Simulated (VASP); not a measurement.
Input of a VASP 6.6.1 run:

Contents of INCAR:

```
SYSTEM = Ru
PREC = Accurate ; ENCUT = 520
EDIFF = 1E-6 ; ISMEAR = -1
SIGMA = 0.03 ; LREAL = .False.
LASPH = .True. ; NELM = 100
ALGO = Normal ; ISIF = 2
LWAVE = .False. ; LCHARG = .False.
GGA = PS ; NBANDS = 21
```

KPOINTS

```
Automatic mesh
0
Gamma
  14 14 8
  0 0 0
```

POSCAR

```
Ru
1.0
    2.7414060403      0.0000000000      0.0000000000
   -1.3707030201      2.3741272730      0.0000000000
    0.0000000000      0.0000000000      4.3382472512
Ru
2
Direct
    0.3333333333      0.6666666667      0.2500000000
    0.6666666667      0.3333333333      0.7500000000
```

Potentials or basis: VASP PAW PBE potentials, release 64 (Ru_pv).

The run is started by

```sh
$ cat potpaw_PBE.64/Ru_pv/POTCAR > POTCAR
$ mpirun -np 1 vasp_std > vasp.out
```

Task: Estimate the band gap on the k mesh.

Result: Zero (band 14 reaches 13.53 eV, above the bottom of band 15 at 10.57 eV).

Task: Estimate the pressure.

Result: -17.6 GPa.

Stress tensor (GPa, compression positive):
```
-16.75   0.00   0.00
  0.00 -16.75   0.00
  0.00   0.00 -19.33
```

Caveat: the PAW data sets were made with another functional, which shifts forces and pressure a little.
